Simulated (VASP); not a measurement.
# Cl (Pm-3m) in VASP: notebook

Runs on Cl. Level: PBE. Tasks: single point.

All numbers are computed with VASP 6.6.1; they aren't measurements. Logs are shortened: lines on timing, memory, paths and dates and some standing lists are left out, and cuts for length are marked.

### Step 1. The cell of the first run

Symmetry: Pm-3m, No. 221, cubic system. Conventional cell: a = 4.081 Å, b = 4.081 Å, c = 4.081 Å, α = 90.00°, β = 90.00°, γ = 90.00°. Within 3.8 Å of Cl (site symmetry 4/mmm) lie 8 Cl at 2.89 Å.

### Step 2. Single point, PBE (Br replaced by Cl, lengths x 0.910, strained)

INCAR reads:

```
SYSTEM = Cl
ALGO = Normal ; EDIFF = 1E-6
ENCUT = 520 ; GGA = PE
ISIF = 2 ; ISMEAR = 0
LASPH = .True. ; LCHARG = .False.
LREAL = .False. ; LWAVE = .False.
NBANDS = 18 ; NELM = 80
PREC = Accurate ; SIGMA = 0.1
```

KPOINTS reads:

```
k-points
0
Gamma
  10 10 10
  0 0 0
```

POSCAR reads:

```
Cl
1.0
    4.0813483565      0.0000000000      0.0000000000
    0.0000000000      4.0813483565      0.0000000000
    0.0000000000      0.0000000000      4.0813483565
Cl
3
Direct
    0.5000000000      0.0000000000      0.0000000000
    0.0000000000      0.5000000000      0.0000000000
    0.0000000000      0.0000000000      0.5000000000
```

Potentials or basis: VASP PAW PBE potentials, release 64 (Cl).

Launch:

```sh
$ cat potpaw_PBE.64/Cl/POTCAR > POTCAR
$ mpirun -np 1 vasp_std > vasp.out
```

OUTCAR:

```text
SYSTEM = Cl
   EDIFF = 1E-6
   ENCUT = 520
   GGA = PE
   ISIF = 2
   ISMEAR = 0
   LASPH = .True.
   LREAL = .False.
   NELM = 80
   PREC = Accurate

 ion  position               nearest neighbor table
   1  0.500  0.000  0.000-
   2  0.000  0.500  0.000-
   3  0.000  0.000  0.500-

  LATTYP: Found a simple cubic cell.
 ALAT       =     4.0813483565

  Lattice vectors:

 A1 = (   4.0813483565,   0.0000000000,   0.0000000000)
 A2 = (   0.0000000000,   4.0813483565,   0.0000000000)
 A3 = (   0.0000000000,   0.0000000000,   4.0813483565)

Analysis of symmetry for initial positions (statically):
=====================================================================
 Subroutine PRICEL returns:
 Original cell was already a primitive cell.

 Routine SETGRP: Setting up the symmetry group for a
 simple cubic supercell.

 Subroutine GETGRP returns: Found 48 space group operations
 (whereof 48 operations were pure point group operations)
 out of a pool of 48 trial point group operations.

The static configuration has the point symmetry O_h .

Analysis of symmetry for dynamics (positions and initial velocities):
=====================================================================
 Subroutine PRICEL returns:
 Original cell was already a primitive cell.

 Routine SETGRP: Setting up the symmetry group for a
 simple cubic supercell.

 Subroutine GETGRP returns: Found 48 space group operations
 (whereof 48 operations were pure point group operations)
 out of a pool of 48 trial point group operations.

The dynamic configuration has the point symmetry O_h .

 Subroutine INISYM returns: Found 48 space group operations
 (whereof 48 operations are pure point group operations),
 and found     1 'primitive' translations

----------------------------------------------------------------------------------------

                                     Primitive cell

  volume of cell :      67.9847

  direct lattice vectors                    reciprocal lattice vectors
     4.081348357  0.000000000  0.000000000     0.245017066  0.000000000  0.000000000
     0.000000000  4.081348357  0.000000000     0.000000000  0.245017066  0.000000000
     0.000000000  0.000000000  4.081348357     0.000000000  0.000000000  0.245017066

  length of vectors
     4.081348357  4.081348357  4.081348357     0.245017066  0.245017066  0.245017066

  position of ions in fractional coordinates (direct lattice)
     0.500000000  0.000000000  0.000000000
     0.000000000  0.500000000  0.000000000
     0.000000000  0.000000000  0.500000000

  ion indices of the primitive-cell ions
   primitive index   ion index
                 1           1
                 2           2
                 3           3

----------------------------------------------------------------------------------------

 KPOINTS: k-points

Automatic generation of k-mesh.
 Grid dimensions read from file:
 generate k-points for:   10   10   10

 Generating k-lattice:

  Cartesian coordinates                     Fractional coordinates (reciprocal lattice)
     0.024501707  0.000000000  0.000000000     0.100000000  0.000000000  0.000000000
     0.000000000  0.024501707  0.000000000     0.000000000  0.100000000  0.000000000
     0.000000000  0.000000000  0.024501707     0.000000000  0.000000000  0.100000000

  Length of vectors
     0.024501707  0.024501707  0.024501707

  Shift w.r.t. Gamma in fractional coordinates (k-lattice)
     0.000000000  0.000000000  0.000000000

 Subroutine IBZKPT returns following result:
 ===========================================

 Found     56 irreducible k-points:

 Following reciprocal coordinates:
            Coordinates               Weight
  0.000000  0.000000  0.000000      1.000000
  0.100000  0.000000  0.000000      6.000000
  0.200000  0.000000  0.000000      6.000000
  0.300000  0.000000  0.000000      6.000000
  0.400000  0.000000  0.000000      6.000000
  0.500000  0.000000  0.000000      3.000000
[... 16 lines left out ...]
  0.200000  0.100000  0.100000     24.000000
  0.300000  0.100000  0.100000     24.000000
 [... further k-points ...]
   k-points           NKPTS =     56   k-points in BZ     NKDIM =     56   number of bands    NBANDS=     18
   number of dos      NEDOS =    301   number of ions     NIONS =      3
   total plane-waves  NPLWV =  27000
   dimension x,y,z NGX =    30 NGY =   30 NGZ =   30
   dimension x,y,z NGXF=    60 NGYF=   60 NGZF=   60
   ions per type =               3
   NGX,Y,Z   is equivalent  to a cutoff of  12.22, 12.22, 12.22 a.u.
   NGXF,Y,Z  is equivalent  to a cutoff of  24.44, 24.44, 24.44 a.u.
 SYSTEM =  Cl
   PREC   = accura    normal or accurate (medium, high low for compatibility)
   ISTART =      0    job   : 0-new  1-cont  2-samecut
   ICHARG =      2    charge: 1-file 2-atom 10-const
   ISPIN  =      1    spin polarized calculation?
   LNONCOLLINEAR =      F non collinear calculations
   LSORBIT =      F    spin-orbit coupling
   LASPH  =      T    aspherical Exc in radial PAW
   ENCUT  =  520.0 eV  38.22 Ry    6.18 a.u.   7.59  7.59  7.59*2*pi/ulx,y,z
   NELM   =     80;   NELMIN=  2; NELMDL= -5     # of ELM steps
   EDIFF  = 0.1E-05   stopping-criterion for ELM
   LREAL  =      F    real-space projection
   EDIFFG = 0.1E-04   stopping-criterion for IOM
   NSW    =      0    number of steps for IOM
   IBRION =     -1    ionic relax: 0-MD 1-quasi-New 2-CG
   NFREE  =      0    steps in history (QN), initial steepest desc. (CG)
   ISIF   =      2    stress and relaxation
   ISYM   =      2    0-nonsym 1-usesym 2-fastsym
   POTIM  = 0.5000    time-step for ionic-motion
   TEBEG  =    0.0;   TEEND  =   0.0 temperature during run
   PSTRESS=    0.0 pullay stress
   NELECT =      21.0000    total number of electrons
   NUPDOWN=      -1.0000    fix difference up-down
   EMIN   =  10.00;   EMAX   =-10.00  energy-range for DOS
   EFERMI =   0.00;   METHOD = LEGACY
   ISMEAR =     0;   SIGMA  =   0.10  broadening in eV -4-tet -1-fermi 0-gaus
   EFERMI_NEDOS =   21; number of points for ismear=-14 and -15
   IALGO  =     38    algorithm
   IMIX   =      4    mixing-type and parameters
     AMIX     =   0.40;   BMIX     =  1.00
     AMIX_MAG =   1.60;   BMIX_MAG =  1.00
  volume/ion in A,a.u.               =      22.66       152.93
  Fermi-wavevector in a.u.,A,eV,Ry     =   1.106652  2.091268 16.662754  1.224678
  Thomas-Fermi vector in A             =   2.243155
   LORBIT       =      0    0 simple, 1 ext, 2 COOP (PROOUT), +10 PAW based schemes
   GGA     = PE    functional components
   LHFCALC =     F    Hartree Fock is set to
   AEXX    =    0.0000 exact exchange contribution
   IVDW    =     0    specifies the selected vdW correction
   LEPSILON=     F    determine dielectric tensor
   LRPA    =     F    only Hartree local field effects (RPA)
 non-spin polarized calculation
 Gauss-broadening in eV      SIGMA  =   0.10
  energy-cutoff  :      520.00
  volume of cell :       67.98
 maximum number of plane-waves:      1856
   NGX = 15   NGY = 15   NGZ = 15

 number of electron      21.0000016 magnetization

 Free energy of the ion-electron system (eV)
  ---------------------------------------------------
  ext. energy  EPLUGINS =         0.00000000
  ---------------------------------------------------
  free energy    TOTEN  =        -2.96496825 eV

  energy without entropy =       -2.93457724  energy(sigma->0) =       -2.94977274

 E-fermi :   1.7078     XC(G=0):  -8.9665

 val. band max:        1.7043842602   @ k =   0.3000   0.0000   0.0000
 cond. band min:       1.7316404639   @ k =   0.5000   0.3000   0.0000
 fundamental gap:      0.0272562037
 Fermi energy:         1.7078007068

 k-point     1 :       0.0000    0.0000    0.0000
  band No.  band energies     occupation
      1     -14.4046      2.00000
      2     -11.6140      2.00000
      3     -11.6140      2.00000
      4      -2.7156      2.00000
      5      -2.7156      2.00000
      6      -2.7156      2.00000
[... 10 lines left out ...]
     17      11.5643      0.00000
     18      11.5643      0.00000

 k-point     2 :       0.1000    0.0000    0.0000
  band No.  band energies     occupation
      1     -14.3576      2.00000
      2     -11.6964      2.00000
      3     -11.6088      2.00000
      4      -2.6645      2.00000
      5      -2.6645      2.00000
      6      -2.6217      2.00000
[... 10 lines left out ...]
     17      11.6236      0.00000
     18      11.7778      0.00000

 k-point     3 :       0.2000    0.0000    0.0000
  band No.  band energies     occupation
      1     -14.2206      2.00000
      2     -11.9238      2.00000
      3     -11.5950      2.00000
      4      -2.5174      2.00000
      5      -2.5174      2.00000
      6      -2.3509      2.00000
[... 10 lines left out ...]
     17      12.1521      0.00000
     18      12.3464      0.00000

 k-point     4 :       0.3000    0.0000    0.0000
  band No.  band energies     occupation
      1     -14.0091      2.00000
      2     -12.2430      2.00000
      3     -11.5778      2.00000
      4      -2.2969      2.00000
      5      -2.2969      2.00000
      6      -1.9298      2.00000
[... 10 lines left out ...]
     17      13.0614      0.00000
     18      13.0655      0.00000

 k-point     5 :       0.4000    0.0000    0.0000
  band No.  band energies     occupation
      1     -13.7663      2.00000
      2     -12.5698      2.00000
      3     -11.5638      2.00000
      4      -2.0626      2.00000
      5      -2.0626      2.00000
      6      -1.3951      2.00000
[... 10 lines left out ...]
     17      13.6014      0.00000
     18      13.6015      0.00000

 k-point     6 :       0.5000    0.0000    0.0000
  band No.  band energies     occupation
      1     -13.6308      2.00000
      2     -12.7367      2.00000
      3     -11.5585      2.00000
      4      -1.9479      2.00000
      5      -1.9479      2.00000
      6      -0.9287      2.00000
[... 10 lines left out ...]
     17      13.7734      0.00000
     18      13.7734      0.00000

 k-point     7 :       0.1000    0.1000    0.0000
  band No.  band energies     occupation
      1     -14.3109      2.00000
      2     -11.7306      2.00000
      3     -11.6484      2.00000
      4      -2.7267      2.00000
      5      -2.6132      2.00000
      6      -2.4211      2.00000
[... 10 lines left out ...]
     17      11.7548      0.00000
     18      11.9181      0.00000

 k-point     8 :       0.2000    0.1000    0.0000
  band No.  band energies     occupation
      1     -14.1748      2.00000
      2     -11.9330      2.00000
      3     -11.6514      2.00000
      4      -2.6656      2.00000
      5      -2.4651      2.00000
      6      -2.0842      2.00000
[... 10 lines left out ...]
     17      12.1204      0.00000
     18      12.4577      0.00000
[... 229 lines left out ...]
     17      13.7711      0.00000
     18      15.0389      0.00000

 k-point    20 :       0.5000    0.4000    0.0000
  band No.  band energies     occupation
      1     -12.9796      2.00000
      2     -12.6408      2.00000
      3     -12.3373      2.00000
      4      -2.7041      2.00000
      5      -2.4363      2.00000
      6      -1.0401      2.00000
[... 10 lines left out ...]
     17      14.2857      0.00000
     18      14.4604      0.00000

 k-point    21 :       0.5000    0.5000    0.0000
  band No.  band energies     occupation
      1     -12.7003      2.00000
      2     -12.6304      2.00000
      3     -12.6304      2.00000
      4      -2.8133      2.00000
      5      -2.4538      2.00000
      6      -0.7265      2.00000
[... 10 lines left out ...]
     17      14.4534      0.00000
     18      14.4673      0.00000

 k-point    22 :       0.1000    0.1000    0.1000
  band No.  band energies     occupation
      1     -14.2645      2.00000
      2     -11.7248      2.00000
      3     -11.7248      2.00000
      4      -2.8311      2.00000
      5      -2.3741      2.00000
      6      -2.3741      2.00000
[... 10 lines left out ...]
     17      12.0037      0.00000
     18      12.2097      0.00000

 k-point    23 :       0.2000    0.1000    0.1000
  band No.  band energies     occupation
      1     -14.1295      2.00000
      2     -11.9370      2.00000
      3     -11.7094      2.00000
      4      -2.8310      2.00000
      5      -2.2374      2.00000
      6      -1.9916      2.00000
[... 10 lines left out ...]
     17      12.2514      0.00000
     18      12.6435      0.00000

 k-point    24 :       0.3000    0.1000    0.1000
  band No.  band energies     occupation
      1     -13.9207      2.00000
      2     -12.2388      2.00000
      3     -11.6902      2.00000
      4      -2.6907      2.00000
      5      -2.0251      2.00000
      6      -1.5812      2.00000
[... 10 lines left out ...]
     17      12.8238      0.00000
     18      12.9898      0.00000

 [... further k-points ...]

------------------------ aborting loop because EDIFF is reached ----------------------------------------

  FORCE on cell =-STRESS in cart. coord.  units (eV):
  Direction    XX          YY          ZZ          XY          YZ          ZX
  --------------------------------------------------------------------------------------
  -------------------------------------------------------------------------------------
  Total        1.4150561      1.4150561      1.4150561     -0.0000000      0.0000000     -0.0000000
  in kB       33.3482660     33.3482660     33.3482660     -0.0000000      0.0000000     -0.0000000
  external PRESSURE =      33.3482660 kB  Pullay stress =       0.0000000 kB

 VOLUME and BASIS-vectors are now :
 -----------------------------------------------------------------------------
  energy-cutoff  :      520.00
  volume of cell :       67.98
      direct lattice vectors                 reciprocal lattice vectors
     4.081348357  0.000000000  0.000000000     0.245017066  0.000000000  0.000000000
     0.000000000  4.081348357  0.000000000     0.000000000  0.245017066  0.000000000
     0.000000000  0.000000000  4.081348357     0.000000000  0.000000000  0.245017066

 POSITION                                       TOTAL-FORCE (eV/Angst)
 -----------------------------------------------------------------------------------
      2.04067      0.00000      0.00000         0.000000      0.000000      0.000000
      0.00000      2.04067      0.00000         0.000000      0.000000      0.000000
      0.00000      0.00000      2.04067         0.000000      0.000000      0.000000
 -----------------------------------------------------------------------------------
    total drift:                                0.000000      0.000000      0.000000

  FREE ENERGIE OF THE ION-ELECTRON SYSTEM (eV)
  ---------------------------------------------------
  free  energy   TOTEN  =        -2.9649682487 eV

  energy  without entropy=       -2.9345772385  energy(sigma->0) =       -2.94977274
```

Run time: 57 s. Hardware: 1 thread of Oxide Virtual Turin-like, shared host; peak memory 0.16 GiB.

What came out:

```yaml
Free_energy: -2.9650 eV
Pressure: 3.3 GPa
Band_gap_on_the_k_mesh: zero (an odd number of electrons rules out a gap without spin polarisation)
```

Caveat: the cell differs from its parent crystal (Br replaced by Cl, lengths x 0.910, strained); the cell stands under pressure; an odd number of electrons without spin polarisation forces a metal; a magnetic or distorted state may lie lower.

(Part 1 of 2 ends here.)

The gap in the log of VASP goes by the Fermi energy; the results here count the filled bands.